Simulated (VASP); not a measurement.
# PbSe (Fm-3m) in VASP: notebook, part 2 of 2

VASP 6.6.1. The steps go on from the part before.

### Step 3. Single point, RPBE+D4 (volume scaled by 1.04)

Input file INCAR:

```
ALGO = Normal
EDIFF = 1E-6
ENCUT = 500
GGA = RP
GGA_COMPAT = F
ISIF = 2
ISMEAR = 0
IVDW = 13
LASPH = T
LCHARG = F
LREAL = F
LWAVE = F
NBANDS = 17
NELM = 120
PREC = Accurate
SIGMA = 0.05
```

Input file KPOINTS:

```
k-points
0
Gamma
  6 6 6
```

Input file POSCAR:

```
PbSe
1.0
    0.0000000000      3.1065788310      3.1065788310
    3.1065788310      0.0000000000      3.1065788310
    3.1065788310      3.1065788310      0.0000000000
Pb Se
1 1
Direct
    0.5000000000      0.5000000000      0.5000000000
    0.0000000000      0.0000000000      0.0000000000
```

Potentials or basis: VASP PAW PBE potentials, release 64 (Pb_d, Se).

The run is started by

```
> cat potpaw_PBE.64/Pb_d/POTCAR potpaw_PBE.64/Se/POTCAR > POTCAR
> mpirun -np 1 vasp_std > vasp.out
```

OUTCAR:

```text
EDIFF = 1E-6
   ENCUT = 500
   GGA = RP
   ISIF = 2
   ISMEAR = 0
   IVDW = 13
   LASPH = T
   LREAL = F
   NELM = 120
   PREC = Accurate

 ion  position               nearest neighbor table
   1  0.500  0.500  0.500-   2 3.11   2 3.11   2 3.11   2 3.11   2 3.11   2 3.11
   2  0.000  0.000  0.000-   1 3.11   1 3.11   1 3.11   1 3.11   1 3.11   1 3.11

  LATTYP: Found a face centered cubic cell.
 ALAT       =     6.2131576620

  Lattice vectors:

 A1 = (   0.0000000000,   3.1065788310,   3.1065788310)
 A2 = (   3.1065788310,   0.0000000000,   3.1065788310)
 A3 = (   3.1065788310,   3.1065788310,   0.0000000000)

Analysis of symmetry for initial positions (statically):
=====================================================================
 Subroutine PRICEL returns:
 Original cell was already a primitive cell.

 Routine SETGRP: Setting up the symmetry group for a
 face centered cubic supercell.

 Subroutine GETGRP returns: Found 48 space group operations
 (whereof 48 operations were pure point group operations)
 out of a pool of 48 trial point group operations.

The static configuration has the point symmetry O_h .

Analysis of symmetry for dynamics (positions and initial velocities):
=====================================================================
 Subroutine PRICEL returns:
 Original cell was already a primitive cell.

 Routine SETGRP: Setting up the symmetry group for a
 face centered cubic supercell.

 Subroutine GETGRP returns: Found 48 space group operations
 (whereof 48 operations were pure point group operations)
 out of a pool of 48 trial point group operations.

The dynamic configuration has the point symmetry O_h .

[... 101 lines left out ...]
   NUPDOWN=      -1.0000    fix difference up-down
   EMIN   =  10.00;   EMAX   =-10.00  energy-range for DOS
   EFERMI =   0.00;   METHOD = LEGACY
   ISMEAR =     0;   SIGMA  =   0.05  broadening in eV -4-tet -1-fermi 0-gaus
   EFERMI_NEDOS =   21; number of points for ismear=-14 and -15
   IALGO  =     38    algorithm
   IMIX   =      4    mixing-type and parameters
     AMIX     =   0.40;   BMIX     =  1.00
     AMIX_MAG =   1.60;   BMIX_MAG =  1.00
  volume/ion in A,a.u.               =      29.98       202.32
  Fermi-wavevector in a.u.,A,eV,Ry     =   1.135340  2.145481 17.537855  1.288996
  Thomas-Fermi vector in A             =   2.272044
   LORBIT       =      0    0 simple, 1 ext, 2 COOP (PROOUT), +10 PAW based schemes
   GGA     = RP    functional components
   LHFCALC =     F    Hartree Fock is set to
   AEXX    =    0.0000 exact exchange contribution
   IVDW    =    13    specifies the selected vdW correction
   LEPSILON=     F    determine dielectric tensor
   LRPA    =     F    only Hartree local field effects (RPA)
 non-spin polarized calculation
 Gauss-broadening in eV      SIGMA  =   0.05
  energy-cutoff  :      500.00
  volume of cell :       59.96
 maximum number of plane-waves:      1536
   NGX = 17   NGY = 17   NGZ = 17

 number of electron      19.9999994 magnetization

 Free energy of the ion-electron system (eV)
  ---------------------------------------------------
  ext. energy  EPLUGINS =         0.00000000
  ---------------------------------------------------
  free energy    TOTEN  =        -7.51448023 eV

  energy without entropy =       -7.51448023  energy(sigma->0) =       -7.51448023

 E-fermi :   4.8747     XC(G=0):  -9.1697

 val. band max:        4.6216964319   @ k =   0.5000   0.0000   0.0000
 cond. band min:       5.1423661547   @ k =   0.5000   0.0000   0.0000
 fundamental gap:      0.5206697227
 Fermi energy:         4.8746982178

 k-point     1 :       0.0000    0.0000    0.0000
  band No.  band energies     occupation
      1     -12.1937      2.00000
      2     -12.1937      2.00000
      3     -12.1937      2.00000
      4     -12.1836      2.00000
      5     -12.1836      2.00000
      6      -8.5488      2.00000
[... 297 lines left out ...]
      4     -12.1704      2.00000
      5     -12.1572      2.00000
      6      -7.2601      2.00000
[... 9 lines left out ...]
     16      16.1474      0.00000
     17      17.2518      0.00000

------------------------ aborting loop because EDIFF is reached ----------------------------------------

  DFT-D4 for vdW energy calculation

  Edisp (eV):   -1.39452

  FORCE on cell =-STRESS in cart. coord.  units (eV):
  Direction    XX          YY          ZZ          XY          YZ          ZX
  --------------------------------------------------------------------------------------
  -------------------------------------------------------------------------------------
  Total      -0.37480    -0.37480    -0.37480    -0.00000    -0.00000     0.00000
  in kB     -10.01451   -10.01451   -10.01451    -0.00000    -0.00000     0.00000
  external pressure =      -10.01 kB  Pullay stress =        0.00 kB

 VOLUME and BASIS-vectors are now :
 -----------------------------------------------------------------------------
  energy-cutoff  :      500.00
  volume of cell :       59.96
      direct lattice vectors                 reciprocal lattice vectors
     0.000000000  3.106578831  3.106578831    -0.160948757  0.160948757  0.160948757
     3.106578831  0.000000000  3.106578831     0.160948757 -0.160948757  0.160948757
     3.106578831  3.106578831  0.000000000     0.160948757  0.160948757 -0.160948757

 POSITION                                       TOTAL-FORCE (eV/Angst)
 -----------------------------------------------------------------------------------
      3.10658      3.10658      3.10658         0.000000      0.000000     -0.000000
      0.00000      0.00000      0.00000        -0.000000     -0.000000      0.000000
 -----------------------------------------------------------------------------------
    total drift:                                0.000000     -0.000000      0.000000

  FREE ENERGIE OF THE ION-ELECTRON SYSTEM (eV)
  ---------------------------------------------------
  free  energy   TOTEN  =        -8.9089967279 eV

  energy  without entropy=       -8.9089967279  energy(sigma->0) =       -8.90899673
```

OSZICAR:

```text
N       E                     dE             d eps       ncg     rms          rms(c)
DAV:   1     0.152305497358E+03    0.15231E+03   -0.97451E+03   544   0.120E+03
DAV:   2     0.365670442665E+01   -0.14865E+03   -0.14393E+03   560   0.298E+02
DAV:   3    -0.755325977519E+01   -0.11210E+02   -0.11139E+02   701   0.874E+01
DAV:   4    -0.781353658469E+01   -0.26028E+00   -0.26005E+00   646   0.150E+01
DAV:   5    -0.782172377876E+01   -0.81872E-02   -0.81868E-02   779   0.276E+00    0.285E+00
DAV:   6    -0.750826437689E+01    0.31346E+00   -0.78456E-01   787   0.560E+00    0.162E+00
DAV:   7    -0.750730654589E+01    0.95783E-03   -0.13942E-01   646   0.176E+00    0.914E-01
DAV:   8    -0.751477060848E+01   -0.74641E-02   -0.19219E-02   615   0.145E+00    0.205E-01
DAV:   9    -0.751423734322E+01    0.53327E-03   -0.34238E-03   780   0.566E-01    0.633E-02
DAV:  10    -0.751444444420E+01   -0.20710E-03   -0.45082E-04   583   0.113E-01    0.242E-02
DAV:  11    -0.751447960048E+01   -0.35156E-04   -0.14497E-04   682   0.110E-01    0.126E-02
DAV:  12    -0.751448022589E+01   -0.62541E-06   -0.75688E-06   641   0.158E-02
   1 F= -.89089967E+01 E0= -.89089967E+01  d E =-.415288E-14
```

Run time: 28 s. Hardware: 1 thread of Intel Xeon 8259CL, shared host; peak memory 0.18 GiB.

Results:

- Free energy: -8.9090 eV
- Pressure: -1.0 GPa
- Band gap on the k mesh: 0.52 eV, direct
- Dispersion energy per atom: -0.697 eV

Levels at points of the mesh, in eV from the valence-band top:
```csv
k point,band 8,band 9,band 10,band 11,band 12,band 13
"(0.00, 0.00, 0.00)",-1.66,-1.66,-1.66,4.69,4.69,4.69
"(0.50, 0.00, 0.00)",-1.28,-1.28,0.00,0.52,1.86,1.86
"(0.50, 0.50, 0.00)",-4.56,-2.92,-2.92,4.00,5.52,5.52
```

Caveat: the cell differs from its parent crystal (volume scaled by 1.04); the PAW data sets were made with another functional, which shifts forces and pressure a little; spin-orbit coupling is left out, which moves the levels of the heavy elements. A k mesh can miss the band edges.

### Step 4. Single point, r2SCAN+rVV10

This run uses another cell than the first one, of 28.83 Å³/atom, 0.980 times its volume.

Input file POSCAR:

```
PbSe
1.0
    0.0000000000      3.0662290843      3.0662290843
    3.0662290843      0.0000000000      3.0662290843
    3.0662290843      3.0662290843      0.0000000000
Pb Se
1 1
Direct
    0.5000000000      0.5000000000      0.5000000000
    0.0000000000      0.0000000000      0.0000000000
```

Input file INCAR.step1:

```
ALGO = Normal
EDIFF = 1E-5
ENCUT = 550
GGA = PE
GGA_COMPAT = False
ISMEAR = 0
LASPH = True
LCHARG = False
LREAL = False
LWAVE = True
NBANDS = 17
NELM = 120
PREC = Accurate
SIGMA = 0.05
```

Input file INCAR.step2:

```
ALGO = Normal
BPARAM = 11.95
CPARAM = 0.0093
EDIFF = 1E-6
ENCUT = 550
GGA_COMPAT = False
ISIF = 2
ISMEAR = 0
ISTART = 1
IVDW_NL = 2
LASPH = True
LCHARG = False
LMIXTAU = True
LREAL = False
LUSE_VDW = True
LWAVE = False
METAGGA = R2SCAN
NBANDS = 17
NELM = 120
PREC = Accurate
SIGMA = 0.05
```

KPOINTS is that of step 3.

The run is started by

```
> cat potpaw_PBE.64/Pb_d/POTCAR potpaw_PBE.64/Se/POTCAR > POTCAR
> cp INCAR.step1 INCAR
> mpirun -np 1 vasp_std > vasp.out
> cp INCAR.step2 INCAR
> mpirun -np 1 vasp_std > vasp.out
```

It took 4.5 min on 1 thread of Intel Xeon 8259CL, shared host; peak memory 0.39 GiB.

The run converged. Its results:

- Free energy: -71.4156 eV
- Pressure: 0.4 GPa
- Band gap on the k mesh: 0.56 eV, direct

Levels at points of the mesh, in eV from the valence-band top:
| k point | band 6 | band 7 | band 8 | band 9 | band 10 | band 11 | band 12 | band 13 | band 14 | band 15 |
| --- | --- | --- | --- | --- | --- | --- | --- | --- | --- | --- |
| (0.00, 0.00, 0.00) | -14.11 | -6.35 | -2.00 | -2.00 | -2.00 | 5.02 | 5.02 | 5.02 | 6.93 | 6.93 |
| (0.50, 0.00, 0.00) | -13.02 | -9.03 | -1.59 | -1.59 | 0.00 | 0.56 | 1.91 | 1.91 | 9.00 | 10.62 |
| (0.50, 0.50, 0.00) | -12.62 | -7.53 | -5.13 | -3.37 | -3.37 | 3.98 | 5.97 | 5.97 | 6.44 | 11.81 |

Caveat: the PAW data sets were made with another functional, which shifts forces and pressure a little; spin-orbit coupling is left out, which moves the levels of the heavy elements. A k mesh can miss the band edges.

### Step 5. Single point, PBE

This run uses another cell than the first one, of 28.71 Å³/atom, 0.976 times its volume.

Input file INCAR:

```
SYSTEM = PbSe
PREC = Accurate
ENCUT = 500
EDIFF = 1E-6
ISMEAR = 0
SIGMA = 0.001
LREAL = .FALSE.
LASPH = .TRUE.
NELM = 120
ALGO = Normal
ISIF = 2
LWAVE = .FALSE.
LCHARG = .FALSE.
GGA = PE
NBANDS = 17
GGA_COMPAT = .FALSE.
```

Input file KPOINTS:

```
regular mesh
0
G
  8 8 8
  0 0 0
```

Input file POSCAR:

```
PbSe
1.0
    0.0000000000      3.0621516472      3.0621516472
    3.0621516472      0.0000000000      3.0621516472
    3.0621516472      3.0621516472      0.0000000000
Pb Se
1 1
Direct
    0.5000000000      0.5000000000      0.5000000000
    0.0000000000      0.0000000000      0.0000000000
```

Potentials or basis: VASP PAW PBE potentials, release 64 (Pb_d, Se).

The run is started by

```
> cat potpaw_PBE.64/Pb_d/POTCAR potpaw_PBE.64/Se/POTCAR > POTCAR
> mpirun -np 1 vasp_std > vasp.out
```

OUTCAR:

```text
SYSTEM = PbSe
   PREC = Accurate
   ENCUT = 500
   EDIFF = 1E-6
   ISMEAR = 0
   LREAL = .FALSE.
   LASPH = .TRUE.
   NELM = 120
   ISIF = 2
   GGA = PE

 ion  position               nearest neighbor table
   1  0.500  0.500  0.500-   2 3.06   2 3.06   2 3.06   2 3.06   2 3.06   2 3.06
   2  0.000  0.000  0.000-   1 3.06   1 3.06   1 3.06   1 3.06   1 3.06   1 3.06

  LATTYP: Found a face centered cubic cell.
 ALAT       =     6.1243032944

  Lattice vectors:

 A1 = (   0.0000000000,   3.0621516472,   3.0621516472)
 A2 = (   3.0621516472,   0.0000000000,   3.0621516472)
 A3 = (   3.0621516472,   3.0621516472,   0.0000000000)

Analysis of symmetry for initial positions (statically):
=====================================================================
 Subroutine PRICEL returns:
 Original cell was already a primitive cell.

 Routine SETGRP: Setting up the symmetry group for a
 face centered cubic supercell.

 Subroutine GETGRP returns: Found 48 space group operations
 (whereof 48 operations were pure point group operations)
 out of a pool of 48 trial point group operations.

The static configuration has the point symmetry O_h .

Analysis of symmetry for dynamics (positions and initial velocities):
[... 162 lines left out ...]
 cond. band min:       5.3465590184   @ k =   0.5000   0.0000   0.0000
 fundamental gap:      0.2963319861
 Fermi energy:         5.0947350820

 k-point     1 :       0.0000    0.0000    0.0000
  band No.  band energies     occupation
      1     -11.7835      2.00000
      2     -11.7835      2.00000
      3     -11.7835      2.00000
      4     -11.7794      2.00000
      5     -11.7794      2.00000
      6      -8.5309      2.00000
[... 457 lines left out ...]
      4     -11.7629      2.00000
      5     -11.7479      2.00000
      6      -7.2761      2.00000
[... 9 lines left out ...]
     16      15.8926      0.00000
     17      15.9757      0.00000

 [... further k-points ...]

------------------------ aborting loop because EDIFF is reached ----------------------------------------

  FORCE on cell =-STRESS in cart. coord.  units (eV):
  Direction    XX          YY          ZZ          XY          YZ          ZX
  --------------------------------------------------------------------------------------
  -------------------------------------------------------------------------------------
  Total        0.8318314      0.8318314      0.8318314     -0.0000000      0.0000000     -0.0000000
  in kB       23.2078971     23.2078971     23.2078971     -0.0000000      0.0000000     -0.0000000
  external PRESSURE =      23.2078971 kB  Pullay stress =       0.0000000 kB

 VOLUME and BASIS-vectors are now :
 -----------------------------------------------------------------------------
  energy-cutoff  :      500.00
  volume of cell :       57.43
      direct lattice vectors                 reciprocal lattice vectors
     0.000000000  3.062151647  3.062151647    -0.163283879  0.163283879  0.163283879
     3.062151647  0.000000000  3.062151647     0.163283879 -0.163283879  0.163283879
     3.062151647  3.062151647  0.000000000     0.163283879  0.163283879 -0.163283879

 POSITION                                       TOTAL-FORCE (eV/Angst)
 -----------------------------------------------------------------------------------
      3.06215      3.06215      3.06215         0.000000     -0.000000      0.000000
      0.00000      0.00000      0.00000        -0.000000      0.000000     -0.000000
 -----------------------------------------------------------------------------------
    total drift:                                0.000000     -0.000000      0.000000

  FREE ENERGIE OF THE ION-ELECTRON SYSTEM (eV)
  ---------------------------------------------------
  free  energy   TOTEN  =        -8.1796467509 eV

  energy  without entropy=       -8.1796467509  energy(sigma->0) =       -8.17964675
```

OSZICAR:

```text
N       E                     dE             d eps       ncg     rms          rms(c)
DAV:   1     0.150697390859E+03    0.15070E+03   -0.96411E+03   986   0.118E+03
DAV:   2     0.281442070672E+01   -0.14788E+03   -0.14303E+03  1044   0.306E+02
DAV:   3    -0.821974069063E+01   -0.11034E+02   -0.10960E+02  1315   0.867E+01
DAV:   4    -0.846173373813E+01   -0.24199E+00   -0.24184E+00  1192   0.142E+01
DAV:   5    -0.846907662061E+01   -0.73429E-02   -0.73426E-02  1434   0.256E+00    0.277E+00
DAV:   6    -0.818125714456E+01    0.28782E+00   -0.71087E-01  1493   0.578E+00    0.157E+00
DAV:   7    -0.817659874494E+01    0.46584E-02   -0.12273E-01  1182   0.168E+00    0.856E-01
DAV:   8    -0.818003841774E+01   -0.34397E-02   -0.13451E-02  1195   0.127E+00    0.162E-01
DAV:   9    -0.817957761722E+01    0.46080E-03   -0.29384E-03  1509   0.528E-01    0.508E-02
DAV:  10    -0.817963941289E+01   -0.61796E-04   -0.23602E-04  1147   0.870E-02    0.186E-02
DAV:  11    -0.817964679155E+01   -0.73787E-05   -0.62005E-05  1282   0.781E-02    0.895E-03
DAV:  12    -0.817964675087E+01    0.40682E-07   -0.32068E-06  1205   0.126E-02
   1 F= -.81796468E+01 E0= -.81796468E+01  d E =0.000000E+00
```

Run time: 32 s. Hardware: 1 thread of Intel Xeon 8259CL, shared host; peak memory 0.18 GiB.

Results:

```
Free energy            : -8.1796 eV
Pressure               : 2.3 GPa
Band gap on the k mesh : 0.30 eV, direct
```

Caveat: spin-orbit coupling is left out, which moves the levels of the heavy elements.

### Step 6. The runs side by side

```tsv
level	cell	k mesh	cutoff (eV)	smearing	gap on the mesh (eV)	pressure (GPa)
RPBE+D4	a = 4.365 Å, angles 60.0°, 2 atoms	6 × 6 × 6	500	gaussian 0.05 eV	0.46	-0.9
RPBE+D4	a = 4.393 Å, angles 60.0°, 2 atoms	6 × 6 × 6	500	gaussian 0.05 eV	0.52	-1.0
r2SCAN+rVV10	a = 4.336 Å, angles 60.0°, 2 atoms	6 × 6 × 6	550	gaussian 0.05 eV	0.56	0.4
PBE	a = 4.331 Å, angles 60.0°, 2 atoms	8 × 8 × 8	500	gaussian 0.001 eV	0.30	2.3
```

Alike in all rows: task single point; potentials or basis VASP PAW PBE potentials, release 64 (Pb_d, Se); no spin polarisation.

Caveats: spin-orbit coupling is left out, which moves the levels of the heavy elements; the PAW data sets were made with another functional, which shifts forces and pressure a little (some runs).

Total energies depend on the potentials used, so only differences within one code and one set of settings carry meaning.
